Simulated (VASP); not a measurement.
# Sn2SeS3 (I4/mmm) in VASP: notebook

The runs below take Sn2SeS3 through relaxation of cell and atoms, single point, with PBE.

Program: VASP 6.6.1. These are calculated values, not measurements. Logs are shortened: lines on timing, memory, paths and dates and some standing lists are left out, and cuts for length are marked.

### Step 1. The cell of the first run

The structure is tetragonal, space group I4/mmm (No. 139). Conventional cell: a = 5.818 Å, b = 5.818 Å, c = 9.285 Å, α = 90.00°, β = 90.00°, γ = 90.00°. Sn (site symmetry mmm) has 2 Se at 2.91 Å and 6 S at 2.91 to 3.51 Å within 3.8 Å. Within 3.5 Å of Se (site symmetry 4/mmm) lie 2 S at 2.68 Å and 4 Sn at 2.91 Å. Within 2.6 Å of S (site symmetry 4mm) lie 1 S at 1.96 Å. Within 2.6 Å of S (site symmetry 4/mmm) lie 2 S at 1.96 Å.

### Step 2. Relaxation of cell and atoms, PBE

The input, INCAR:

```
SYSTEM = Sn2SeS3
ALGO     = Normal         ! electronic algorithm
EDIFF    = 1E-6           ! SCF threshold, eV
EDIFFG   = -0.04          ! ionic threshold
ENCUT    = 600            ! plane-wave cutoff, eV
GGA      = PE             ! functional
IBRION   = 2              ! ionic algorithm
ISIF     = 3              ! what is computed and relaxed
ISMEAR   = 0              ! smearing method
LASPH    = .TRUE.         ! aspherical terms in the spheres
LCHARG   = .FALSE.        ! write CHGCAR
LREAL    = .FALSE.        ! projectors in reciprocal space
LWAVE    = .FALSE.        ! write WAVECAR
NELM     = 60             ! most SCF steps
NSW      = 90             ! ionic steps
PREC     = Accurate       ! precision mode
SIGMA    = 0.1            ! smearing width, eV
```

The input, KPOINTS:

```
k-points
0
G
  4 4 4
  0 0 0
```

The input, POSCAR:

```
Sn2SeS3
1.0
   -2.9087736500      2.9087736500      4.6424335500
    2.9087736500     -2.9087736500      4.6424335500
    2.9087736500      2.9087736500     -4.6424335500
Sn Se S
2 1 3
Direct
    0.5000000000      0.0000000000      0.5000000000
    0.0000000000      0.5000000000      0.5000000000
    0.5000000000      0.5000000000      0.0000000000
    0.7885305500      0.7885305500      0.0000000000
    0.2114694500      0.2114694500      0.0000000000
    0.0000000000      0.0000000000      0.0000000000
```

Potentials or basis: VASP PAW PBE potentials, release 64 (Sn_d, Se, S).

Command:

```
$ cat potpaw_PBE.64/Sn_d/POTCAR potpaw_PBE.64/Se/POTCAR potpaw_PBE.64/S/POTCAR > POTCAR
$ mpirun -np 1 vasp_std > vasp.out
```

OUTCAR:

```text
SYSTEM = Sn2SeS3
   EDIFF = 1E-6
   EDIFFG = -0.04
   ENCUT = 600
   GGA = PE
   IBRION = 2
   ISIF = 3
   ISMEAR = 0
   LASPH = .TRUE.
   LREAL = .FALSE.
   NELM = 60
   NSW = 90
   PREC = Accurate

 ion  position               nearest neighbor table
   1  0.500  0.000  0.500-   3 2.91   6 2.91   3 2.91   6 2.91
   2  0.000  0.500  0.500-   3 2.91   6 2.91   6 2.91   3 2.91
   3  0.500  0.500  0.000-   4 2.68   5 2.68   1 2.91   2 2.91   1 2.91   2 2.91
   4  0.789  0.789  0.000-   6 1.96   3 2.68
   5  0.211  0.211  0.000-   6 1.96   3 2.68
   6  0.000  0.000  0.000-   4 1.96   5 1.96   1 2.91   2 2.91   2 2.91   1 2.91

  LATTYP: Found a body centered tetragonal cell.
 ALAT       =     5.8175473000
 C/A-ratio  =     1.5960105902

  Lattice vectors:

 A1 = (  -2.9087736500,   2.9087736500,   4.6424335500)
 A2 = (   2.9087736500,  -2.9087736500,   4.6424335500)
 A3 = (   2.9087736500,   2.9087736500,  -4.6424335500)

Analysis of symmetry for initial positions (statically):
=====================================================================
 Subroutine PRICEL returns:
 Original cell was already a primitive cell.

 Routine SETGRP: Setting up the symmetry group for a
 body centered tetragonal supercell.

 Subroutine GETGRP returns: Found 16 space group operations
 (whereof 16 operations were pure point group operations)
 out of a pool of 16 trial point group operations.

The static configuration has the point symmetry D_4h.

Analysis of symmetry for dynamics (positions and initial velocities):
=====================================================================
 Subroutine PRICEL returns:
 Original cell was already a primitive cell.

 Routine SETGRP: Setting up the symmetry group for a
 body centered tetragonal supercell.

 Subroutine GETGRP returns: Found 16 space group operations
 (whereof 16 operations were pure point group operations)
 out of a pool of 16 trial point group operations.

The dynamic configuration has the point symmetry D_4h.

 Subroutine INISYM returns: Found 16 space group operations
 (whereof 16 operations are pure point group operations),
 and found     1 'primitive' translations

----------------------------------------------------------------------------------------

                                     Primitive cell

  volume of cell :     157.1179

  direct lattice vectors                    reciprocal lattice vectors
    -2.908773650  2.908773650  4.642433550     0.000000000  0.171893746  0.107702134
     2.908773650 -2.908773650  4.642433550     0.171893746  0.000000000  0.107702134
     2.908773650  2.908773650 -4.642433550     0.171893746  0.171893746  0.000000000

  length of vectors
     6.202750806  6.202750806  6.202750806     0.202847750  0.202847750  0.243094467

  position of ions in fractional coordinates (direct lattice)
     0.500000000  0.000000000  0.500000000
     0.000000000  0.500000000  0.500000000
     0.500000000  0.500000000  0.000000000
     0.788530550  0.788530550  0.000000000
     0.211469450  0.211469450  0.000000000
     0.000000000  0.000000000  0.000000000

  ion indices of the primitive-cell ions
   primitive index   ion index
                 1           1
                 2           2
                 3           3
                 4           4
                 5           5
                 6           6

----------------------------------------------------------------------------------------

 KPOINTS: k-points

Automatic generation of k-mesh.
 Grid dimensions read from file:
 generate k-points for:    4    4    4

 Generating k-lattice:

  Cartesian coordinates                     Fractional coordinates (reciprocal lattice)
     0.000000000  0.042973437  0.026925533     0.250000000  0.000000000  0.000000000
     0.042973437  0.000000000  0.026925533     0.000000000  0.250000000  0.000000000
     0.042973437  0.042973437  0.000000000     0.000000000  0.000000000  0.250000000

  Length of vectors
     0.050711938  0.050711938  0.060773617

  Shift w.r.t. Gamma in fractional coordinates (k-lattice)
     0.000000000  0.000000000  0.000000000

 Subroutine IBZKPT returns following result:
 ===========================================

 Found     13 irreducible k-points:

 Following reciprocal coordinates:
            Coordinates               Weight
  0.000000  0.000000  0.000000      1.000000
  0.250000  0.000000  0.000000      8.000000
  0.500000  0.000000  0.000000      4.000000
  0.250000  0.250000  0.000000      8.000000
  0.500000  0.250000  0.000000     16.000000
 -0.250000  0.250000  0.000000      4.000000
  0.500000  0.500000  0.000000      2.000000
  0.250000  0.250000  0.250000      2.000000
 -0.250000  0.250000  0.250000      4.000000
  0.500000  0.500000  0.250000      4.000000
 -0.250000  0.500000  0.250000      8.000000
 -0.250000 -0.250000  0.250000      2.000000
  0.500000  0.500000  0.500000      1.000000
   k-points           NKPTS =     13   k-points in BZ     NKDIM =     13   number of bands    NBANDS=     31
   number of dos      NEDOS =    301   number of ions     NIONS =      6
   total plane-waves  NPLWV = 125000
   dimension x,y,z NGX =    50 NGY =   50 NGZ =   50
   dimension x,y,z NGXF=   100 NGYF=  100 NGZF=  100
   ions per type =               2   1   3
   NGX,Y,Z   is equivalent  to a cutoff of  13.40, 13.40, 13.40 a.u.
   NGXF,Y,Z  is equivalent  to a cutoff of  26.80, 26.80, 26.80 a.u.
 SYSTEM =  Sn2SeS3
   PREC   = accura    normal or accurate (medium, high low for compatibility)
   ISTART =      0    job   : 0-new  1-cont  2-samecut
   ICHARG =      2    charge: 1-file 2-atom 10-const
   ISPIN  =      1    spin polarized calculation?
   LNONCOLLINEAR =      F non collinear calculations
   LSORBIT =      F    spin-orbit coupling
   LASPH  =      T    aspherical Exc in radial PAW
   ENCUT  =  600.0 eV  44.10 Ry    6.64 a.u.  12.39 12.39 12.39*2*pi/ulx,y,z
   NELM   =     60;   NELMIN=  2; NELMDL= -5     # of ELM steps
   EDIFF  = 0.1E-05   stopping-criterion for ELM
   LREAL  =      F    real-space projection
   EDIFFG = -.4E-01   stopping-criterion for IOM
   NSW    =     90    number of steps for IOM
   IBRION =      2    ionic relax: 0-MD 1-quasi-New 2-CG
   NFREE  =      1    steps in history (QN), initial steepest desc. (CG)
   ISIF   =      3    stress and relaxation
   ISYM   =      2    0-nonsym 1-usesym 2-fastsym
   POTIM  = 0.5000    time-step for ionic-motion
   TEBEG  =    0.0;   TEEND  =   0.0 temperature during run
   PSTRESS=    0.0 pullay stress
   NELECT =      52.0000    total number of electrons
   NUPDOWN=      -1.0000    fix difference up-down
   EMIN   =  10.00;   EMAX   =-10.00  energy-range for DOS
   EFERMI =   0.00;   METHOD = LEGACY
   ISMEAR =     0;   SIGMA  =   0.10  broadening in eV -4-tet -1-fermi 0-gaus
   EFERMI_NEDOS =   21; number of points for ismear=-14 and -15
   IALGO  =     38    algorithm
   IMIX   =      4    mixing-type and parameters
     AMIX     =   0.40;   BMIX     =  1.00
     AMIX_MAG =   1.60;   BMIX_MAG =  1.00
  volume/ion in A,a.u.               =      26.19       176.71
  Fermi-wavevector in a.u.,A,eV,Ry     =   1.132402  2.139930 17.447228  1.282335
  Thomas-Fermi vector in A             =   2.269103
   LORBIT       =      0    0 simple, 1 ext, 2 COOP (PROOUT), +10 PAW based schemes
   GGA     = PE    functional components
   LHFCALC =     F    Hartree Fock is set to
   AEXX    =    0.0000 exact exchange contribution
   IVDW    =     0    specifies the selected vdW correction
   LEPSILON=     F    determine dielectric tensor
   LRPA    =     F    only Hartree local field effects (RPA)
 conjugate gradient relaxation of ions
 non-spin polarized calculation
 Gauss-broadening in eV      SIGMA  =   0.10
  energy-cutoff  :      600.00
  volume of cell :      157.12
 maximum number of plane-waves:      5271
 NGX is ok and might be reduce to    50
   NGX = 25   NGY = 25   NGZ = 25

--------------------------------------- Ionic step        1  -------------------------------------------

 number of electron      52.0000009 magnetization

 Free energy of the ion-electron system (eV)
  ---------------------------------------------------
  ext. energy  EPLUGINS =         0.00000000
  ---------------------------------------------------
  free energy    TOTEN  =       -20.85525621 eV

  energy without entropy =      -20.83183970  energy(sigma->0) =      -20.84354795

------------------------ aborting loop because EDIFF is reached ----------------------------------------

  FORCE on cell =-STRESS in cart. coord.  units (eV):
  Direction    XX          YY          ZZ          XY          YZ          ZX
  --------------------------------------------------------------------------------------
  -------------------------------------------------------------------------------------
  Total       -0.8724942     -0.8724942     17.7798417      0.0000000      0.0000000      0.0000000
  in kB       -8.8970824     -8.8970824    181.3063142      0.0000000      0.0000000      0.0000000
  external PRESSURE =      54.5040498 kB  Pullay stress =       0.0000000 kB
[... 101 lines left out ...]
  FREE ENERGIE OF THE ION-ELECTRON SYSTEM (eV)
  ---------------------------------------------------
  free  energy   TOTEN  =       -22.0324204809 eV

  energy  without entropy=      -22.0123193810  energy(sigma->0) =      -22.02236993

[... ionic steps 4 to 8 ...]

--------------------------------------- Ionic step        9  -------------------------------------------

 number of electron      51.9999999 magnetization

------------------------ aborting loop because EDIFF is reached ----------------------------------------

  FORCE on cell =-STRESS in cart. coord.  units (eV):
  Direction    XX          YY          ZZ          XY          YZ          ZX
  --------------------------------------------------------------------------------------
  -------------------------------------------------------------------------------------
  Total        0.3502042      0.3502042     -0.0693586      0.0000000     -0.0000000      0.0000000
  in kB        3.4766519      3.4766519     -0.6885575      0.0000000     -0.0000000      0.0000000
  external PRESSURE =       2.0882488 kB  Pullay stress =       0.0000000 kB
[... 65 lines left out ...]
  energy  without entropy=      -22.2140875755  energy(sigma->0) =      -22.22339190

--------------------------------------- Ionic step       11  -------------------------------------------

 number of electron      51.9999995 magnetization

 Free energy of the ion-electron system (eV)
  ---------------------------------------------------
  ext. energy  EPLUGINS =         0.00000000
  ---------------------------------------------------
  free energy    TOTEN  =       -22.23363534 eV

  energy without entropy =      -22.21555136  energy(sigma->0) =      -22.22459335

 E-fermi :   4.2997     XC(G=0):  -9.0502

 val. band max:        4.2801953242   @ k =   0.5000   0.2500   0.0000
 cond. band min:       4.3138838909   @ k =   0.5000   0.5000   0.0000
 fundamental gap:      0.0336885666
 Fermi energy:         4.2996661248

 k-point     1 :       0.0000    0.0000    0.0000
  band No.  band energies     occupation
      1     -17.7566      2.00000
      2     -17.7339      2.00000
      3     -17.7175      2.00000
      4     -17.7175      2.00000
      5     -17.7121      2.00000
      6     -17.7121      2.00000
[... 464 lines left out ...]
  FREE ENERGIE OF THE ION-ELECTRON SYSTEM (eV)
  ---------------------------------------------------
  free  energy   TOTEN  =       -22.2336353382 eV

  energy  without entropy=      -22.2155513636  energy(sigma->0) =      -22.22459335

 reached required accuracy - stopping structural energy minimisation
```

Wall time 8.3 min (1 thread of AMD EPYC 9R14 (Zen 4), shared host); peak memory 0.38 GiB.

Results:

```yaml
Free_energy: -22.2336 eV
Relaxed_volume: 27.06 Å³/atom
Relaxed_cell: a = 6.351 Å, b = 6.351 Å, c = 6.351 Å, α = 125.87°, β = 125.87°, γ = 80.11°
Space_group_after_relaxing_to_0.05_Å: I4/mmm (No. 139)
Energy_gained_by_relaxing: 229.7 meV/atom
Ionic_steps: 11
Pressure_after_relaxing: 0.0 GPa
Largest_force_after_relaxing: 0.013 eV/Å
Band_gap_on_the_k_mesh: zero (band 26 reaches 4.43 eV, above the bottom of band 27 at 3.61 eV)
```

Forces on the atoms (eV/Å):
```
Sn   0.000  0.000  0.000
Sn   0.000  0.000  0.000
Se   0.000  0.000  0.000
S    0.000  0.000  0.013
S    0.000  0.000 -0.013
S    0.000  0.000  0.000
```

Step by step:
| step | energy change (eV) | largest force (eV/Å) | pressure (GPa) | volume (Å³) |
| --- | --- | --- | --- | --- |
| 1 | 0.0000 | 4.2651 | 5.45 | 157.12 |
| 2 | -0.8451 | 0.1122 | -3.22 | 177.07 |
| 3 | -1.1772 | 0.6846 | -1.32 | 169.25 |
| 4 | -1.1791 | 0.7618 | -1.13 | 168.78 |
| 5 | -1.1792 | 0.8014 | -1.06 | 168.55 |
| 6 | -1.2679 | 0.7190 | -0.45 | 164.94 |
| 7 | -1.3386 | 0.3393 | 1.56 | 157.24 |
| 8 | -1.3419 | 0.4471 | 1.09 | 158.75 |
| 9 | -1.3773 | 0.0136 | 0.21 | 161.39 |
| 10 | -1.3774 | 0.0130 | 0.15 | 161.58 |
| 11 | -1.3784 | 0.0131 | 0.02 | 162.38 |

Final structure:
```xyz
6
Lattice="-2.8898 2.8898 4.8612 2.8898 -2.8898 4.8612 2.8898 2.8898 -4.8612" Properties=species:S:1:pos:R:3 pbc="T T T"
Sn    0.0000    2.8898    0.0000
Sn    2.8898    0.0000    0.0000
Se    0.0000    0.0000    4.8612
S     0.0000    0.0000    7.3650
S     0.0000    0.0000    2.3573
S     0.0000    0.0000    0.0000
```

Caveat: the k points lie up to 0.38 Å⁻¹ apart in the final cell; spin-orbit coupling is left out, which moves the levels of the heavy elements.

(Part 1 of 2 ends here.)
